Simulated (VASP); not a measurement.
# Ge (Fd-3m) in VASP: notebook

Ge is run at these levels: LDA; tasks: single point.

Program: VASP 6.6.1. These are calculated values, not measurements. Logs are shortened: lines on timing, memory, paths and dates and some standing lists are left out, and cuts for length are marked.

## Step 1: The cell of the first run

It takes space group Fd-3m (No. 227, cubic). The conventional cell has a = 5.108 Å, b = 5.108 Å, c = 5.108 Å, α = 90.00°, β = 90.00°, γ = 90.00°. Within 2.9 Å of Ge (site symmetry -43m) lie 4 Ge at 2.21 Å.

## Step 2: Single point, LDA (volume scaled by 0.75)

INCAR reads:

```
ALGO = Normal
EDIFF = 1E-6
ENCUT = 500
GGA_COMPAT = F
ISIF = 2
ISMEAR = -1
LASPH = T
LCHARG = F
LREAL = F
LWAVE = F
NBANDS = 21
NELM = 120
PREC = Accurate
SIGMA = 0.05
```

KPOINTS reads:

```
k-points
0
Gamma
  13 13 13
```

POSCAR reads:

```
Ge
1.0
    0.0000000000      2.5539989592      2.5539989592
    2.5539989592      0.0000000000      2.5539989592
    2.5539989592      2.5539989592      0.0000000000
Ge
2
Direct
   -0.1250000000     -0.1250000000     -0.1250000000
    0.1250000000      0.1250000000      0.1250000000
```

Potentials or basis: VASP PAW LDA potentials, release 64 (Ge_d).

Command:

```bash
$ cat potpaw_LDA.64/Ge_d/POTCAR > POTCAR
$ mpirun -np 1 vasp_std > vasp.out
```

OUTCAR:

```text
EDIFF = 1E-6
   ENCUT = 500
   ISIF = 2
   ISMEAR = -1
   LASPH = T
   LREAL = F
   NELM = 120
   PREC = Accurate

 ion  position               nearest neighbor table
   1  0.875  0.875  0.875-   2 2.21   2 2.21   2 2.21   2 2.21
   2  0.125  0.125  0.125-   1 2.21   1 2.21   1 2.21   1 2.21

  LATTYP: Found a face centered cubic cell.
 ALAT       =     5.1079979184

  Lattice vectors:

 A1 = (   0.0000000000,   2.5539989592,   2.5539989592)
 A2 = (   2.5539989592,   0.0000000000,   2.5539989592)
 A3 = (   2.5539989592,   2.5539989592,   0.0000000000)

Analysis of symmetry for initial positions (statically):
=====================================================================
 Subroutine PRICEL returns:
 Original cell was already a primitive cell.

 Routine SETGRP: Setting up the symmetry group for a
 face centered cubic supercell.

 Subroutine GETGRP returns: Found 48 space group operations
 (whereof 12 operations were pure point group operations)
 out of a pool of 48 trial point group operations.

The static configuration has the point symmetry D_3d.
 The point group associated with its full space group is O_h .

Analysis of symmetry for dynamics (positions and initial velocities):
=====================================================================
 Subroutine PRICEL returns:
 Original cell was already a primitive cell.

 Routine SETGRP: Setting up the symmetry group for a
 face centered cubic supercell.

 Subroutine GETGRP returns: Found 48 space group operations
 (whereof 12 operations were pure point group operations)
 out of a pool of 48 trial point group operations.

The dynamic configuration has the point symmetry D_3d.
 The point group associated with its full space group is O_h .

 Subroutine INISYM returns: Found 48 space group operations
 (whereof 12 operations are pure point group operations),
 and found     1 'primitive' translations

----------------------------------------------------------------------------------------

                                     Primitive cell

  volume of cell :      33.3190

  direct lattice vectors                    reciprocal lattice vectors
     0.000000000  2.553998959  2.553998959    -0.195771419  0.195771419  0.195771419
     2.553998959  0.000000000  2.553998959     0.195771419 -0.195771419  0.195771419
     2.553998959  2.553998959  0.000000000     0.195771419  0.195771419 -0.195771419

  length of vectors
     3.611899966  3.611899966  3.611899966     0.339086044  0.339086044  0.339086044
[... 71 lines left out ...]
 SYSTEM =  unknown system
   PREC   = accura    normal or accurate (medium, high low for compatibility)
   ISTART =      0    job   : 0-new  1-cont  2-samecut
   ICHARG =      2    charge: 1-file 2-atom 10-const
   ISPIN  =      1    spin polarized calculation?
   LNONCOLLINEAR =      F non collinear calculations
   LSORBIT =      F    spin-orbit coupling
   LASPH  =      T    aspherical Exc in radial PAW
   ENCUT  =  500.0 eV  36.75 Ry    6.06 a.u.   6.59  6.59  6.59*2*pi/ulx,y,z
   NELM   =    120;   NELMIN=  2; NELMDL= -5     # of ELM steps
   EDIFF  = 0.1E-05   stopping-criterion for ELM
   LREAL  =      F    real-space projection
[... 7 lines left out ...]
   TEBEG  =    0.0;   TEEND  =   0.0 temperature during run
   PSTRESS=    0.0 pullay stress
   NELECT =      28.0000    total number of electrons
   NUPDOWN=      -1.0000    fix difference up-down
   EMIN   =  10.00;   EMAX   =-10.00  energy-range for DOS
   EFERMI =   0.00;   METHOD = LEGACY
   ISMEAR =    -1;   SIGMA  =   0.05  broadening in eV -4-tet -1-fermi 0-gaus
   EFERMI_NEDOS =   21; number of points for ismear=-14 and -15
   IALGO  =     38    algorithm
   IMIX   =      4    mixing-type and parameters
     AMIX     =   0.40;   BMIX     =  1.00
     AMIX_MAG =   1.60;   BMIX_MAG =  1.00
  volume/ion in A,a.u.               =      16.66       112.42
  Fermi-wavevector in a.u.,A,eV,Ry     =   1.544887  2.919414 32.472707  2.386677
  Thomas-Fermi vector in A             =   2.650344
   LORBIT       =      0    0 simple, 1 ext, 2 COOP (PROOUT), +10 PAW based schemes
   GGA     = CA    functional components
   LHFCALC =     F    Hartree Fock is set to
   AEXX    =    0.0000 exact exchange contribution
   IVDW    =     0    specifies the selected vdW correction
   LEPSILON=     F    determine dielectric tensor
   LRPA    =     F    only Hartree local field effects (RPA)
 non-spin polarized calculation
  energy-cutoff  :      500.00
  volume of cell :       33.32
 maximum number of plane-waves:       877
   NGX = 13   NGY = 13   NGZ = 13

 number of electron      27.9999971 magnetization

 Free energy of the ion-electron system (eV)
  ---------------------------------------------------
  ext. energy  EPLUGINS =         0.00000000
  ---------------------------------------------------
  free energy    TOTEN  =        -9.29317453 eV

  energy without entropy =       -9.29239347  energy(sigma->0) =       -9.29278400

 E-fermi :   8.2068     XC(G=0): -11.8254

 val. band max:        8.0956121208   @ k =  -0.0769   0.0769   0.0000
 cond. band min:       8.2273691629   @ k =   0.3846   0.3846   0.0000
 fundamental gap:      0.1317570421
 Fermi energy:         8.2067808758

 k-point     1 :       0.0000    0.0000    0.0000
  band No.  band energies     occupation
      1     -17.4313      2.00000
      2     -17.4313      2.00000
      3     -17.4313      2.00000
      4     -17.3649      2.00000
      5     -17.3649      2.00000
      6     -16.9172      2.00000
[... 565 lines left out ...]
     20      21.5130      0.00000
     21      21.5227      0.00000

 [... further k-points ...]

------------------------ aborting loop because EDIFF is reached ----------------------------------------

  FORCE on cell =-STRESS in cart. coord.  units (eV):
  Direction    XX          YY          ZZ          XY          YZ          ZX
  --------------------------------------------------------------------------------------
  -------------------------------------------------------------------------------------
  Total        8.4807103      8.4807103      8.4807103     -0.0000000      0.0000000      0.0000000
  in kB      407.8032350    407.8032350    407.8032350     -0.0000000      0.0000000      0.0000000
  external PRESSURE =     407.8032350 kB  Pullay stress =       0.0000000 kB

 VOLUME and BASIS-vectors are now :
 -----------------------------------------------------------------------------
  energy-cutoff  :      500.00
  volume of cell :       33.32
      direct lattice vectors                 reciprocal lattice vectors
     0.000000000  2.553998959  2.553998959    -0.195771419  0.195771419  0.195771419
     2.553998959  0.000000000  2.553998959     0.195771419 -0.195771419  0.195771419
     2.553998959  2.553998959  0.000000000     0.195771419  0.195771419 -0.195771419

 POSITION                                       TOTAL-FORCE (eV/Angst)
 -----------------------------------------------------------------------------------
      4.46950      4.46950      4.46950        -0.000000     -0.000000      0.000000
      0.63850      0.63850      0.63850         0.000000      0.000000     -0.000000
 -----------------------------------------------------------------------------------
    total drift:                                0.000000      0.000000     -0.000000

  FREE ENERGIE OF THE ION-ELECTRON SYSTEM (eV)
  ---------------------------------------------------
  free  energy   TOTEN  =        -9.2931745322 eV

  energy  without entropy=       -9.2923934677  energy(sigma->0) =       -9.29278400
```

stdout:

```text
POSCAR found type information on POSCAR Ge
 POSCAR found :  1 types and       2 ions
 scaLAPACK will be used
 LDA part: xc-table for (Slater(with rela. corr.)+CA(PZ))
 , standard interpolation
 POSCAR, INCAR and KPOINTS ok, starting setup
 FFT: planning ... GRIDC
 FFT: planning ... GRID_SOFT
 FFT: planning ... GRID
 WAVECAR not read
 entering main loop
```

It took 24 s on 1 thread of AMD EPYC 9R45 (Zen 5), shared host; peak memory 0.14 GiB.

Results:

```yaml
Free_energy: -9.2932 eV
Pressure: 40.8 GPa
Band_gap_on_the_k_mesh: zero (band 14 reaches 8.28 eV, above the bottom of band 15 at 8.23 eV)
```

Levels at points of the mesh, in eV from the Fermi level:
```tsv
k point	band 11	band 12	band 13	band 14	band 15	band 16	band 17	band 18
(0.00, 0.00, 0.00)	-15.51	0.07	0.07	0.07	2.64	2.64	2.64	3.00
```

[end of part 1 of 2]
